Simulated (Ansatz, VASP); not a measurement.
MgO: VASP beside Ansatz

```
Mg O
1.0
     0.00000    2.17770    2.17770
     2.17770    0.00000    2.17770
     2.17770    2.17770    0.00000
Mg O
1 1
Direct
  0.00000 0.00000 0.00000
  0.50000 0.50000 0.50000
```

Alike in both runs: task single point; functional PBEsol; k mesh 9 × 9 × 9; occupations fermi-dirac, width 0.1 eV; no spin polarisation.

```csv
,VASP,Ansatz
version,VASP 6.6.1,Ansatz 0.2.0
potentials or method,"VASP PAW PBE potentials, release 64 (Mg, O), cutoff 600 eV","PAW, plane waves, scalar-relativistic"
valence electrons in the cell,8,16
```

|  | VASP | Ansatz | Ansatz less VASP |
| --- | --- | --- | --- |
| pressure (GPa) | -13.5 | -12.7 | +0.77 |

VASP's potentials were made for PBE, not for PBEsol. VASP's potentials hold 8 valence electrons a cell and Ansatz's 16, so a difference there can come from the potentials and not from the codes.
